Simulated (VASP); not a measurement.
A run of VASP 6.6.1 is set up as follows.

INCAR

```
SYSTEM = In
PREC = Accurate
ENCUT = 520
EDIFF = 1E-6
ISMEAR = -1
SIGMA = 0.05
LREAL = .FALSE.
LASPH = .TRUE.
NELM = 60
ALGO = Normal
ISIF = 2
LWAVE = .FALSE.
LCHARG = .FALSE.
LDIPOL = .TRUE.
IDIPOL = 3
DIPOL = 0.5 0.5 0.496
GGA = PS
NBANDS = 54
```

Contents of KPOINTS:

```
regular mesh
0
G
  8 6 1
  0 0 0
```

File POSCAR:

```
In
1.0
    3.2523000000      0.0000000000      0.0000000000
    0.0000000000      4.9479000000      0.0000000000
    0.0000000000      0.0000000000     24.7569000000
In
7
Direct
    0.5000000000      0.5000000000      0.3029458454
    0.0000000000      0.0000000000      0.3686305636
    0.5000000000      0.5000000000      0.4343152818
    0.0000000000      0.0000000000      0.4965830381
    0.5000000000      0.5000000000      0.5583963623
    0.0000000000      0.0000000000      0.6248693126
    0.5000000000      0.5000000000      0.6844777905
```

Potentials or basis: VASP PAW PBE potentials, release 64 (In_d).

Command:

```sh
$ cat potpaw_PBE.64/In_d/POTCAR > POTCAR
$ mpirun -np 1 vasp_std > vasp.out
```

Q: Estimate the largest force.

A: 0.168 eV/Å.

Q: Predict the band gap on the k mesh.

A: Zero (an odd number of electrons rules out a gap without spin polarisation).

Forces in eV/Å, atoms in the order of the input:
```
In   0.000  0.000  0.168
In   0.000  0.000 -0.042
In   0.000  0.000 -0.137
In   0.000  0.000  0.007
In   0.000  0.000  0.009
In   0.000  0.000  0.001
In   0.000  0.000 -0.006
```

Caveat: the PAW data sets were made with another functional, which shifts forces and pressure a little; spin-orbit coupling is left out, which moves the levels of the heavy elements.
